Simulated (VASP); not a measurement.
# SnSe2 (P-3m1) in VASP: a series of runs

SnSe2 is run at these levels: PBE+D3(BJ); tasks: single point.

All numbers are computed with VASP 6.6.1; they aren't measurements. Logs are shortened: lines on timing, memory, paths and dates and some standing lists are left out, and cuts for length are marked.

### 1 The cell of the first run

It takes space group P-3m1 (No. 164, trigonal). The conventional cell has a = 4.136 Å, b = 4.136 Å, c = 5.734 Å, α = 90.00°, β = 90.00°, γ = 120.00°. Within 3.7 Å of Sn (site symmetry -3m) lie 6 Se at 2.83 Å. Se (site symmetry 3m) has 3 Sn at 2.83 Å and 3 Se at 3.60 Å within 3.7 Å.

### 2 Single point, PBE+D3(BJ) (28.31 Å³/atom)

Contents of INCAR:

```
ALGO = Normal
EDIFF = 1E-6
ENCUT = 500
GGA = PE
GGA_COMPAT = F
ISIF = 2
ISMEAR = 0
IVDW = 12
LASPH = T
LCHARG = T
LELF = T
LREAL = F
LVHAR = T
LWAVE = F
NBANDS = 20
NELM = 120
PREC = Accurate
SIGMA = 0.03
```

Contents of KPOINTS:

```
k-points
0
Gamma
  12 12 6
```

Contents of POSCAR:

```
SnSe2
1.0
    4.1358805110      0.0000000000      0.0000000000
   -2.0679402555      3.5817775895      0.0000000000
    0.0000000000      0.0000000000      5.7335711524
Sn Se
1 2
Direct
    0.0000000000      0.0000000000      0.0000000000
    0.3333333333      0.6666666667      0.2651331237
    0.6666666667      0.3333333333      0.7348668763
```

Potentials or basis: VASP PAW PBE potentials, release 64 (Sn_d, Se).

Started as:

```
$ cat potpaw_PBE.64/Sn_d/POTCAR potpaw_PBE.64/Se/POTCAR > POTCAR
$ mpirun -np 1 vasp_std > vasp.out
```

OUTCAR:

```text
EDIFF = 1E-6
   ENCUT = 500
   GGA = PE
   ISIF = 2
   ISMEAR = 0
   IVDW = 12
   LASPH = T
   LREAL = F
   NELM = 120
   PREC = Accurate
 IVDW          = 12

 ion  position               nearest neighbor table
   1  0.000  0.000  0.000-   2 2.83   3 2.83   2 2.83   3 2.83   3 2.83   2 2.83
   2  0.333  0.667  0.265-   1 2.83   1 2.83   1 2.83
   3  0.667  0.333  0.735-   1 2.83   1 2.83   1 2.83

  LATTYP: Found a hexagonal cell.
 ALAT       =     4.1358805110
 C/A-ratio  =     1.3863000000

  Lattice vectors:

 A1 = (   4.1358805110,   0.0000000000,   0.0000000000)
 A2 = (  -2.0679402555,   3.5817775895,   0.0000000000)
 A3 = (   0.0000000000,   0.0000000000,   5.7335711524)

Analysis of symmetry for initial positions (statically):
=====================================================================
 Subroutine PRICEL returns:
 Original cell was already a primitive cell.

 Routine SETGRP: Setting up the symmetry group for a
 hexagonal supercell.

 Subroutine GETGRP returns: Found 12 space group operations
 (whereof 12 operations were pure point group operations)
 out of a pool of 24 trial point group operations.

The static configuration has the point symmetry D_3d.

Analysis of symmetry for dynamics (positions and initial velocities):
=====================================================================
 Subroutine PRICEL returns:
 Original cell was already a primitive cell.

 Routine SETGRP: Setting up the symmetry group for a
 hexagonal supercell.

 Subroutine GETGRP returns: Found 12 space group operations
 (whereof 12 operations were pure point group operations)
 out of a pool of 24 trial point group operations.

The dynamic configuration has the point symmetry D_3d.

 Subroutine INISYM returns: Found 12 space group operations
 (whereof 12 operations are pure point group operations),
 and found     1 'primitive' translations

----------------------------------------------------------------------------------------

                                     Primitive cell

  volume of cell :      84.9360

  direct lattice vectors                    reciprocal lattice vectors
     4.135880511  0.000000000  0.000000000     0.241786482  0.139595491  0.000000000
    -2.067940255  3.581777590  0.000000000     0.000000000  0.279190981  0.000000000
     0.000000000  0.000000000  5.733571152     0.000000000  0.000000000  0.174411370

  length of vectors
     4.135880511  4.135880511  5.733571152     0.279190981  0.279190981  0.174411370

  position of ions in fractional coordinates (direct lattice)
     0.000000000  0.000000000  0.000000000
     0.333333333  0.666666667  0.265133124
     0.666666667  0.333333333  0.734866876

  ion indices of the primitive-cell ions
   primitive index   ion index
                 1           1
                 2           2
                 3           3

----------------------------------------------------------------------------------------

 KPOINTS: k-points

Automatic generation of k-mesh.
 Grid dimensions read from file:
 generate k-points for:   12   12    6

 Generating k-lattice:

  Cartesian coordinates                     Fractional coordinates (reciprocal lattice)
     0.020148874  0.011632958  0.000000000     0.083333333  0.000000000  0.000000000
     0.000000000  0.023265915  0.000000000     0.000000000  0.083333333  0.000000000
     0.000000000  0.000000000  0.029068562     0.000000000  0.000000000  0.166666667

  Length of vectors
     0.023265915  0.023265915  0.029068562

  Shift w.r.t. Gamma in fractional coordinates (k-lattice)
     0.000000000  0.000000000  0.000000000

 Subroutine IBZKPT returns following result:
 ===========================================

 Found    100 irreducible k-points:

 Following reciprocal coordinates:
            Coordinates               Weight
  0.000000  0.000000  0.000000      1.000000
  0.083333  0.000000  0.000000      6.000000
  0.166667  0.000000  0.000000      6.000000
  0.250000 -0.000000  0.000000      6.000000
  0.333333  0.000000  0.000000      6.000000
  0.416667  0.000000  0.000000      6.000000
[... 16 lines left out ...]
  0.166667  0.000000  0.166667      6.000000
  0.000000  0.166667  0.166667      6.000000
 [... further k-points ...]
   k-points           NKPTS =    100   k-points in BZ     NKDIM =    100   number of bands    NBANDS=     20
   number of dos      NEDOS =    301   number of ions     NIONS =      3
   total plane-waves  NPLWV =  37800
   dimension x,y,z NGX =    30 NGY =   30 NGZ =   42
   dimension x,y,z NGXF=    60 NGYF=   60 NGZF=   84
   ions per type =               1   2
   NGX,Y,Z   is equivalent  to a cutoff of  12.06, 12.06, 12.18 a.u.
   NGXF,Y,Z  is equivalent  to a cutoff of  24.12, 24.12, 24.36 a.u.
 SYSTEM =  unknown system
   PREC   = accura    normal or accurate (medium, high low for compatibility)
   ISTART =      0    job   : 0-new  1-cont  2-samecut
   ICHARG =      2    charge: 1-file 2-atom 10-const
   ISPIN  =      1    spin polarized calculation?
   LNONCOLLINEAR =      F non collinear calculations
   LSORBIT =      F    spin-orbit coupling
   LASPH  =      T    aspherical Exc in radial PAW
   ENCUT  =  500.0 eV  36.75 Ry    6.06 a.u.   7.54  7.54 10.45*2*pi/ulx,y,z
   NELM   =    120;   NELMIN=  2; NELMDL= -5     # of ELM steps
   EDIFF  = 0.1E-05   stopping-criterion for ELM
   LREAL  =      F    real-space projection
   EDIFFG = 0.1E-04   stopping-criterion for IOM
   NSW    =      0    number of steps for IOM
   IBRION =     -1    ionic relax: 0-MD 1-quasi-New 2-CG
   NFREE  =      0    steps in history (QN), initial steepest desc. (CG)
   ISIF   =      2    stress and relaxation
   ISYM   =      2    0-nonsym 1-usesym 2-fastsym
   POTIM  = 0.5000    time-step for ionic-motion
   TEBEG  =    0.0;   TEEND  =   0.0 temperature during run
   PSTRESS=    0.0 pullay stress
   NELECT =      26.0000    total number of electrons
   NUPDOWN=      -1.0000    fix difference up-down
   EMIN   =  10.00;   EMAX   =-10.00  energy-range for DOS
   EFERMI =   0.00;   METHOD = LEGACY
   ISMEAR =     0;   SIGMA  =   0.03  broadening in eV -4-tet -1-fermi 0-gaus
   EFERMI_NEDOS =   21; number of points for ismear=-14 and -15
   IALGO  =     38    algorithm
   IMIX   =      4    mixing-type and parameters
     AMIX     =   0.40;   BMIX     =  1.00
     AMIX_MAG =   1.60;   BMIX_MAG =  1.00
  volume/ion in A,a.u.               =      28.31       191.06
  Fermi-wavevector in a.u.,A,eV,Ry     =   1.103321  2.084975 16.562616  1.217318
  Thomas-Fermi vector in A             =   2.239778
   LORBIT       =      0    0 simple, 1 ext, 2 COOP (PROOUT), +10 PAW based schemes
   GGA     = PE    functional components
   LHFCALC =     F    Hartree Fock is set to
   AEXX    =    0.0000 exact exchange contribution
   IVDW    =    12    specifies the selected vdW correction
   LEPSILON=     F    determine dielectric tensor
   LRPA    =     F    only Hartree local field effects (RPA)
 non-spin polarized calculation
 Gauss-broadening in eV      SIGMA  =   0.03
  energy-cutoff  :      500.00
  volume of cell :       84.94
 maximum number of plane-waves:      2180
   NGX = 15   NGY = 15   NGZ = 21

 number of electron      26.0000009 magnetization

 Free energy of the ion-electron system (eV)
  ---------------------------------------------------
  ext. energy  EPLUGINS =         0.00000000
  ---------------------------------------------------
  free energy    TOTEN  =       -11.65628423 eV

  energy without entropy =      -11.65583172  energy(sigma->0) =      -11.65605797

 E-fermi :   3.7642     XC(G=0):  -9.1178

 val. band max:        3.7581256193   @ k =   0.0000   0.3333   0.3333
 cond. band min:       3.7664142920   @ k =   0.0000   0.4167   0.3333
 fundamental gap:      0.0082886727
 Fermi energy:         3.7642401456

 k-point     1 :       0.0000    0.0000    0.0000
  band No.  band energies     occupation
      1     -17.9099      2.00000
      2     -17.9095      2.00000
      3     -17.9095      2.00000
      4     -17.8880      2.00000
      5     -17.8880      2.00000
      6      -9.8504      2.00000
[... 12 lines left out ...]
     19      11.9734      0.00000
     20      11.9734      0.00000

 k-point     2 :       0.0833    0.0000    0.0000
  band No.  band energies     occupation
      1     -17.9114      2.00000
      2     -17.9092      2.00000
      3     -17.9090      2.00000
      4     -17.8882      2.00000
      5     -17.8870      2.00000
      6      -9.8001      2.00000
[... 12 lines left out ...]
     19      11.8777      0.00000
     20      11.9929      0.00000

 k-point     3 :       0.1667    0.0000    0.0000
  band No.  band energies     occupation
      1     -17.9164      2.00000
      2     -17.9088      2.00000
      3     -17.9068      2.00000
      4     -17.8885      2.00000
      5     -17.8841      2.00000
      6      -9.6536      2.00000
[... 12 lines left out ...]
     19      11.1823      0.00000
     20      12.0019      0.00000

 k-point     4 :       0.2500   -0.0000    0.0000
  band No.  band energies     occupation
      1     -17.9232      2.00000
      2     -17.9086      2.00000
      3     -17.9043      2.00000
      4     -17.8885      2.00000
      5     -17.8797      2.00000
      6      -9.4244      2.00000
[... 12 lines left out ...]
     19      10.9299      0.00000
     20      12.2261      0.00000

 k-point     5 :       0.3333    0.0000    0.0000
  band No.  band energies     occupation
      1     -17.9300      2.00000
      2     -17.9087      2.00000
      3     -17.9026      2.00000
      4     -17.8877      2.00000
      5     -17.8748      2.00000
      6      -9.1412      2.00000
[... 12 lines left out ...]
     19      11.3421      0.00000
     20      12.8552      0.00000

 k-point     6 :       0.4167    0.0000    0.0000
  band No.  band energies     occupation
      1     -17.9349      2.00000
      2     -17.9090      2.00000
      3     -17.9020      2.00000
      4     -17.8864      2.00000
      5     -17.8712      2.00000
      6      -8.8600      2.00000
[... 12 lines left out ...]
     19      12.1385      0.00000
     20      13.8477      0.00000

 k-point     7 :       0.5000   -0.0000    0.0000
  band No.  band energies     occupation
      1     -17.9367      2.00000
      2     -17.9091      2.00000
      3     -17.9019      2.00000
      4     -17.8859      2.00000
      5     -17.8698      2.00000
      6      -8.7142      2.00000
[... 12 lines left out ...]
     19      12.6617      0.00000
     20      13.8909      0.00000
[... 277 lines left out ...]
 k-point    20 :       0.0000    0.0000    0.1667
  band No.  band energies     occupation
      1     -17.9099      2.00000
      2     -17.9095      2.00000
      3     -17.9095      2.00000
      4     -17.8880      2.00000
      5     -17.8880      2.00000
      6      -9.7857      2.00000
[... 12 lines left out ...]
     19      11.5962      0.00000
     20      11.5962      0.00000

 k-point    21 :       0.0833    0.0000    0.1667
  band No.  band energies     occupation
      1     -17.9114      2.00000
      2     -17.9093      2.00000
      3     -17.9090      2.00000
      4     -17.8882      2.00000
      5     -17.8870      2.00000
      6      -9.7362      2.00000
[... 12 lines left out ...]
     19      11.9182      0.00000
     20      12.0688      0.00000

 k-point    22 :       0.0000    0.0833    0.1667
  band No.  band energies     occupation
      1     -17.9114      2.00000
      2     -17.9093      2.00000
      3     -17.9090      2.00000
      4     -17.8882      2.00000
      5     -17.8870      2.00000
      6      -9.7362      2.00000
[... 12 lines left out ...]
     19      11.4841      0.00000
     20      11.9770      0.00000

 k-point    23 :       0.1667    0.0000    0.1667
  band No.  band energies     occupation
      1     -17.9164      2.00000
      2     -17.9088      2.00000
      3     -17.9068      2.00000
      4     -17.8885      2.00000
      5     -17.8841      2.00000
      6      -9.5918      2.00000
[... 12 lines left out ...]
     19      11.7338      0.00000
     20      12.4115      0.00000

 k-point    24 :       0.0000    0.1667    0.1667
  band No.  band energies     occupation
      1     -17.9164      2.00000
      2     -17.9088      2.00000
      3     -17.9068      2.00000
      4     -17.8885      2.00000
      5     -17.8841      2.00000
      6      -9.5920      2.00000
[... 12 lines left out ...]
     19      11.3508      0.00000
     20      11.5439      0.00000

 [... further k-points ...]

------------------------ aborting loop because EDIFF is reached ----------------------------------------

 Edisp (eV)   -0.98251

 E8    (eV) :    -0.4304

  FORCE on cell =-STRESS in cart. coord.  units (eV):
  Direction    XX          YY          ZZ          XY          YZ          ZX
  --------------------------------------------------------------------------------------
  -------------------------------------------------------------------------------------
  Total      -3.59665    -3.59665    -1.10624    -0.00000     0.00000     0.00000
  in kB     -67.84487   -67.84487   -20.86745    -0.00000     0.00000     0.00000
  external pressure =      -52.19 kB  Pullay stress =        0.00 kB

 VOLUME and BASIS-vectors are now :
 -----------------------------------------------------------------------------
  energy-cutoff  :      500.00
  volume of cell :       84.94
      direct lattice vectors                 reciprocal lattice vectors
     4.135880511  0.000000000  0.000000000     0.241786482  0.139595491  0.000000000
    -2.067940255  3.581777590  0.000000000     0.000000000  0.279190981  0.000000000
     0.000000000  0.000000000  5.733571152     0.000000000  0.000000000  0.174411370

 POSITION                                       TOTAL-FORCE (eV/Angst)
 -----------------------------------------------------------------------------------
      0.00000      0.00000      0.00000        -0.000000      0.000000      0.000000
     -0.00000      2.38785      1.52016         0.000000      0.000000     -0.062266
      2.06794      1.19393      4.21341        -0.000000     -0.000000      0.062266
 -----------------------------------------------------------------------------------
    total drift:                                0.000000     -0.000000      0.000000

  FREE ENERGIE OF THE ION-ELECTRON SYSTEM (eV)
  ---------------------------------------------------
  free  energy   TOTEN  =       -12.6387908776 eV

  energy  without entropy=      -12.6383383757  energy(sigma->0) =      -12.63856463
```

It took 2.3 min on 1 thread of Intel Xeon 8259CL, shared host; peak memory 0.3 GiB.

What came out:

```yaml
Free_energy: -12.6388 eV
Pressure: -5.2 GPa
Largest_force: 0.062 eV/Å
Band_gap_on_the_k_mesh: zero (bands 13 and 14 overlap by 0.02 eV)
Dispersion_energy_per_atom: -0.328 eV
```

Forces on the atoms (eV/Å):
```
Sn   0.000  0.000  0.000
Se   0.000  0.000 -0.062
Se   0.000  0.000  0.062
```

Caveat: the cell stands under tension; semilocal functionals underestimate gaps, so a narrow gap can read as zero; spin-orbit coupling is left out, which moves the levels of the heavy elements.

### 3 Single point, PBE+D3(BJ) (22.85 Å³/atom)

This run uses another cell than the first one, of 22.85 Å³/atom.

Contents of INCAR:

```
SYSTEM = SnSe2
ALGO = Normal
EDIFF = 1E-6
ENCUT = 500
GGA = PE
GGA_COMPAT = .FALSE.
ISIF = 2
ISMEAR = 0
IVDW = 12
LASPH = .TRUE.
LCHARG = .TRUE.
LELF = .TRUE.
LREAL = .FALSE.
LVHAR = .TRUE.
LWAVE = .FALSE.
NBANDS = 20
NELM = 120
PREC = Accurate
SIGMA = 0.03
```

Contents of KPOINTS:

```
k-points
0
G
  12 12 6
  0 0 0
```

Contents of POSCAR:

```
SnSe2
1.0
    3.7739243877      0.0000000000      0.0000000000
   -1.8869621939      3.2683143917      0.0000000000
    0.0000000000      0.0000000000      5.5586132307
Sn Se
1 2
Direct
    0.0000000000      0.0000000000      0.0000000000
    0.3333333333      0.6666666667      0.2651331237
    0.6666666667      0.3333333333      0.7348668763
```

Potentials or basis: VASP PAW PBE potentials, release 64 (Sn_d, Se).

Started as:

```
$ cat potpaw_PBE.64/Sn_d/POTCAR potpaw_PBE.64/Se/POTCAR > POTCAR
$ mpirun -np 1 vasp_std > vasp.out
```

Wall time 88 s (1 thread of Intel Xeon Platinum 8488C (Sapphire Rapids), shared host); peak memory 0.27 GiB.

It converged, with:

| Quantity | Value |
| --- | --- |
| Free energy | -12.6333 eV |
| Pressure | 10.0 GPa |
| Largest force | 1.351 eV/Å |
| Band gap on the k mesh | 0.18 eV (least direct gap 0.59 eV) |
| Dispersion energy per atom | -0.409 eV |

Forces in eV/Å, atoms in the order of the input:
```
Sn   0.000  0.000  0.000
Se   0.000  0.000  1.351
Se   0.000  0.000 -1.351
```

Stress tensor (GPa, compression positive):
```
 8.83  0.00  0.00
 0.00  8.83  0.00
 0.00  0.00 12.27
```

Levels at points of the mesh, in eV from the valence-band top:
```csv
k point,band 10,band 11,band 12,band 13,band 14,band 15,band 16,band 17
"(0.00, 0.00, 0.00)",-1.48,-1.31,-1.31,-0.01,0.59,2.19,4.15,4.15
"(0.50, 0.00, 0.00)",-4.02,-3.76,-2.27,-0.80,0.84,3.21,4.58,4.70
"(0.00, 0.00, 0.50)",-1.69,-1.69,-0.94,-0.94,2.24,2.25,3.54,3.54
"(0.50, 0.00, 0.50)",-3.37,-2.41,-1.71,-1.70,0.75,3.76,4.38,5.56
```

Caveat: the cell stands under pressure; spin-orbit coupling is left out, which moves the levels of the heavy elements; forces of over 1 eV/Å act on the atoms, so gaps and moduli don't describe the material at rest.
